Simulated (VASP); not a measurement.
# Si3Sn (Pm-3n) in VASP: notebook, part 2 of 2

VASP 6.6.1. The steps go on from the part before.

## Step 3: Single point, PBE

This run uses another cell than the first one, of 18.69 Å³/atom.

Input file INCAR:

```
SYSTEM = Si3Sn
  PREC = Accurate
  ENCUT = 520
  EDIFF = 1E-6
  ISMEAR = 0
  SIGMA = 0.1
  LREAL = .FALSE.
  LASPH = .TRUE.
  NELM = 60
  ALGO = Normal
  ISIF = 2
  LWAVE = .FALSE.
  LCHARG = .FALSE.
  GGA = PE
  NBANDS = 36
```

Input file KPOINTS:

```
Automatic mesh
0
G
  4 4 4
  0 0 0
```

Input file POSCAR:

```
Si3Sn
1.0
    5.3080253217      0.0000000000      0.0000000000
    0.0000000000      5.3080253217      0.0000000000
    0.0000000000      0.0000000000      5.3080253217
Si Sn
6 2
Direct
    0.2500000000      0.0000000000      0.5000000000
    0.5000000000      0.7500000000      0.0000000000
    0.7500000000      0.0000000000      0.5000000000
    0.5000000000      0.2500000000      0.0000000000
    0.0000000000      0.5000000000      0.7500000000
    0.0000000000      0.5000000000      0.2500000000
    0.0000000000      0.0000000000      0.0000000000
    0.5000000000      0.5000000000      0.5000000000
```

Potentials or basis: VASP PAW PBE potentials, release 64 (Si, Sn_d).

Launch:

```console
> cat potpaw_PBE.64/Si/POTCAR potpaw_PBE.64/Sn_d/POTCAR > POTCAR
> mpirun -np 1 vasp_std > vasp.out
```

OUTCAR:

```text
SYSTEM = Si3Sn
   PREC = Accurate
   ENCUT = 520
   EDIFF = 1E-6
   ISMEAR = 0
   LREAL = .FALSE.
   LASPH = .TRUE.
   NELM = 60
   ISIF = 2
   GGA = PE

 ion  position               nearest neighbor table
   1  0.250  0.000  0.500-   3 2.65   3 2.65   8 2.97   7 2.97   8 2.97   7 2.97
   2  0.500  0.750  0.000-   4 2.65   4 2.65   8 2.97   8 2.97   7 2.97   7 2.97
   3  0.750  0.000  0.500-   1 2.65   1 2.65   8 2.97   7 2.97   8 2.97   7 2.97
   4  0.500  0.250  0.000-   2 2.65   2 2.65   8 2.97   8 2.97   7 2.97   7 2.97
   5  0.000  0.500  0.750-   6 2.65   6 2.65   8 2.97   7 2.97   7 2.97   8 2.97
   6  0.000  0.500  0.250-   5 2.65   5 2.65   8 2.97   7 2.97   7 2.97   8 2.97
   7  0.000  0.000  0.000-   1 2.97   2 2.97   3 2.97   4 2.97   5 2.97   6 2.97   1 2.97   3 2.97
                             5 2.97   6 2.97   2 2.97   4 2.97
   8  0.500  0.500  0.500-   1 2.97   2 2.97   3 2.97   4 2.97   5 2.97   6 2.97   2 2.97   4 2.97
                             1 2.97   3 2.97   5 2.97   6 2.97

  LATTYP: Found a simple cubic cell.
 ALAT       =     5.3080253217

  Lattice vectors:

 A1 = (   5.3080253217,   0.0000000000,   0.0000000000)
 A2 = (   0.0000000000,   5.3080253217,   0.0000000000)
 A3 = (   0.0000000000,   0.0000000000,   5.3080253217)

Analysis of symmetry for initial positions (statically):
=====================================================================
 Subroutine PRICEL returns:
 Original cell was already a primitive cell.

 Routine SETGRP: Setting up the symmetry group for a
 simple cubic supercell.

 Subroutine GETGRP returns: Found 48 space group operations
 (whereof 24 operations were pure point group operations)
 out of a pool of 48 trial point group operations.

The static configuration has the point symmetry T_h .
 The point group associated with its full space group is O_h .

Analysis of symmetry for dynamics (positions and initial velocities):
=====================================================================
 Subroutine PRICEL returns:
 Original cell was already a primitive cell.

 Routine SETGRP: Setting up the symmetry group for a
 simple cubic supercell.

 Subroutine GETGRP returns: Found 48 space group operations
 (whereof 24 operations were pure point group operations)
 out of a pool of 48 trial point group operations.

The dynamic configuration has the point symmetry T_h .
 The point group associated with its full space group is O_h .

 Subroutine INISYM returns: Found 48 space group operations
 (whereof 24 operations are pure point group operations),
 and found     1 'primitive' translations

----------------------------------------------------------------------------------------

                                     Primitive cell

  volume of cell :     149.5543

  direct lattice vectors                    reciprocal lattice vectors
     5.308025322  0.000000000  0.000000000     0.188393977  0.000000000  0.000000000
     0.000000000  5.308025322  0.000000000     0.000000000  0.188393977  0.000000000
     0.000000000  0.000000000  5.308025322     0.000000000  0.000000000  0.188393977

  length of vectors
     5.308025322  5.308025322  5.308025322     0.188393977  0.188393977  0.188393977
[... 54 lines left out ...]
  0.500000  0.250000  0.000000     12.000000
  0.500000  0.500000  0.000000      3.000000
  0.250000  0.250000  0.250000      8.000000
  0.500000  0.250000  0.250000     12.000000
  0.500000  0.500000  0.250000      6.000000
  0.500000  0.500000  0.500000      1.000000
   k-points           NKPTS =     10   k-points in BZ     NKDIM =     10   number of bands    NBANDS=     36
   number of dos      NEDOS =    301   number of ions     NIONS =      8
   total plane-waves  NPLWV =  64000
   dimension x,y,z NGX =    40 NGY =   40 NGZ =   40
   dimension x,y,z NGXF=    80 NGYF=   80 NGZF=   80
   ions per type =               6   2
   NGX,Y,Z   is equivalent  to a cutoff of  12.53, 12.53, 12.53 a.u.
   NGXF,Y,Z  is equivalent  to a cutoff of  25.06, 25.06, 25.06 a.u.
 SYSTEM =  Si3Sn
   PREC   = accura    normal or accurate (medium, high low for compatibility)
   ISTART =      0    job   : 0-new  1-cont  2-samecut
   ICHARG =      2    charge: 1-file 2-atom 10-const
   ISPIN  =      1    spin polarized calculation?
   LNONCOLLINEAR =      F non collinear calculations
   LSORBIT =      F    spin-orbit coupling
   LASPH  =      T    aspherical Exc in radial PAW
   ENCUT  =  520.0 eV  38.22 Ry    6.18 a.u.   9.87  9.87  9.87*2*pi/ulx,y,z
   NELM   =     60;   NELMIN=  2; NELMDL= -5     # of ELM steps
   EDIFF  = 0.1E-05   stopping-criterion for ELM
   LREAL  =      F    real-space projection
   EDIFFG = 0.1E-04   stopping-criterion for IOM
   NSW    =      0    number of steps for IOM
   IBRION =     -1    ionic relax: 0-MD 1-quasi-New 2-CG
   NFREE  =      0    steps in history (QN), initial steepest desc. (CG)
   ISIF   =      2    stress and relaxation
   ISYM   =      2    0-nonsym 1-usesym 2-fastsym
   POTIM  = 0.5000    time-step for ionic-motion
   TEBEG  =    0.0;   TEEND  =   0.0 temperature during run
   PSTRESS=    0.0 pullay stress
   NELECT =      52.0000    total number of electrons
   NUPDOWN=      -1.0000    fix difference up-down
   EMIN   =  10.00;   EMAX   =-10.00  energy-range for DOS
   EFERMI =   0.00;   METHOD = LEGACY
   ISMEAR =     0;   SIGMA  =   0.10  broadening in eV -4-tet -1-fermi 0-gaus
   EFERMI_NEDOS =   21; number of points for ismear=-14 and -15
   IALGO  =     38    algorithm
   IMIX   =      4    mixing-type and parameters
     AMIX     =   0.40;   BMIX     =  1.00
     AMIX_MAG =   1.60;   BMIX_MAG =  1.00
  volume/ion in A,a.u.               =      18.69       126.16
  Fermi-wavevector in a.u.,A,eV,Ry     =   1.151179  2.175413 18.030627  1.325214
  Thomas-Fermi vector in A             =   2.287839
   LORBIT       =      0    0 simple, 1 ext, 2 COOP (PROOUT), +10 PAW based schemes
   GGA     = PE    functional components
   LHFCALC =     F    Hartree Fock is set to
   AEXX    =    0.0000 exact exchange contribution
   IVDW    =     0    specifies the selected vdW correction
   LEPSILON=     F    determine dielectric tensor
   LRPA    =     F    only Hartree local field effects (RPA)
 non-spin polarized calculation
 Gauss-broadening in eV      SIGMA  =   0.10
  energy-cutoff  :      520.00
  volume of cell :      149.55
 maximum number of plane-waves:      4068
 NGX is ok and might be reduce to    40
   NGX = 19   NGY = 19   NGZ = 19

 number of electron      52.0000028 magnetization

 Free energy of the ion-electron system (eV)
  ---------------------------------------------------
  ext. energy  EPLUGINS =         0.00000000
  ---------------------------------------------------
  free energy    TOTEN  =       -34.65878673 eV

  energy without entropy =      -34.63183430  energy(sigma->0) =      -34.64531052

 E-fermi :   8.5047     XC(G=0): -10.7007

 val. band max:        8.4887707983   @ k =   0.5000   0.5000   0.2500
 cond. band min:       8.5148068696   @ k =   0.5000   0.5000   0.0000
 fundamental gap:      0.0260360713
 Fermi energy:         8.5046528843

 k-point     1 :       0.0000    0.0000    0.0000
  band No.  band energies     occupation
      1     -12.8593      2.00000
      2     -12.8593      2.00000
      3     -12.8481      2.00000
      4     -12.8481      2.00000
      5     -12.8426      2.00000
      6     -12.8426      2.00000
[... 379 lines left out ...]
     35      10.7104      0.00000
     36      10.7104      0.00000

------------------------ aborting loop because EDIFF is reached ----------------------------------------

  FORCE on cell =-STRESS in cart. coord.  units (eV):
  Direction    XX          YY          ZZ          XY          YZ          ZX
  --------------------------------------------------------------------------------------
  -------------------------------------------------------------------------------------
  Total       -0.0392051     -0.0392051     -0.0392051      0.0000000      0.0000000     -0.0000000
  in kB       -0.4200044     -0.4200044     -0.4200044      0.0000000      0.0000000     -0.0000000
  external PRESSURE =      -0.4200044 kB  Pullay stress =       0.0000000 kB

 VOLUME and BASIS-vectors are now :
 -----------------------------------------------------------------------------
  energy-cutoff  :      520.00
  volume of cell :      149.55
      direct lattice vectors                 reciprocal lattice vectors
     5.308025322  0.000000000  0.000000000     0.188393977  0.000000000  0.000000000
     0.000000000  5.308025322  0.000000000     0.000000000  0.188393977  0.000000000
     0.000000000  0.000000000  5.308025322     0.000000000  0.000000000  0.188393977

 POSITION                                       TOTAL-FORCE (eV/Angst)
 -----------------------------------------------------------------------------------
      1.32701      0.00000      2.65401         0.000000      0.000000     -0.000000
      2.65401      3.98102      0.00000        -0.000000      0.000000     -0.000000
      3.98102      0.00000      2.65401        -0.000000      0.000000      0.000000
      2.65401      1.32701      0.00000         0.000000     -0.000000      0.000000
      0.00000      2.65401      3.98102        -0.000000     -0.000000      0.000000
      0.00000      2.65401      1.32701         0.000000     -0.000000     -0.000000
      0.00000      0.00000      0.00000        -0.000000     -0.000000     -0.000000
      2.65401      2.65401      2.65401        -0.000000     -0.000000     -0.000000
 -----------------------------------------------------------------------------------
    total drift:                               -0.000000      0.000000     -0.000000

  FREE ENERGIE OF THE ION-ELECTRON SYSTEM (eV)
  ---------------------------------------------------
  free  energy   TOTEN  =       -34.6587867287 eV

  energy  without entropy=      -34.6318343029  energy(sigma->0) =      -34.64531052
```

Run time: 49 s. Hardware: 1 thread of Intel Xeon 8259CL, shared host; peak memory 0.25 GiB.

Results:

| Quantity | Value |
| --- | --- |
| Free energy | -34.6588 eV |
| Pressure | 0.0 GPa |
| Band gap on the k mesh | zero (bands 26 and 27 overlap by 2.21 eV) |

Caveat: spin-orbit coupling is left out, which moves the levels of the heavy elements.
